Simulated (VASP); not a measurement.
## Al: single point with PBEsol+D4

Crystal: Al.

```
Al
1.0
     0.00000    1.99352    1.99352
     1.99352    0.00000    1.99352
     1.99352    1.99352    0.00000
Al
1
Direct
  0.00000 0.00000 0.00000
```

| Quantity | Value |
| --- | --- |
| Program | VASP 6.6.1 |
| Task | single point |
| Functional | PBEsol |
| Dispersion | D4 |
| Potentials or basis | VASP PAW PBE potentials, release 64 (Al) |
| Cutoff | 520 eV |
| k mesh | 11 × 11 × 11 |
| Occupations | fermi-dirac, width 0.05 eV |
| Spin | no spin polarisation |
| Dipole correction | no |
| Further INCAR settings | ALGO = Normal; EDIFF = 1e-07; NBANDS = 8 |

```
Pressure                   : 0.0 GPa
Dispersion energy per atom : -0.208 eV
```

Levels at points of the mesh, in eV from the Fermi level:
```tsv
k point	band 1	band 2	band 3	band 4	band 5
(0.00, 0.00, 0.00)	-11.41	12.82	12.82	12.82	14.63
```

Wall time 5.7 s on 1 thread of AMD EPYC 7R13 Processor (Zen 3), with other jobs on the host, peak memory 0.1 GiB.

Caveat: the PAW data sets were made with another functional, which shifts forces and pressure a little; pairwise dispersion overbinds metals, which lowers pressure and volume.
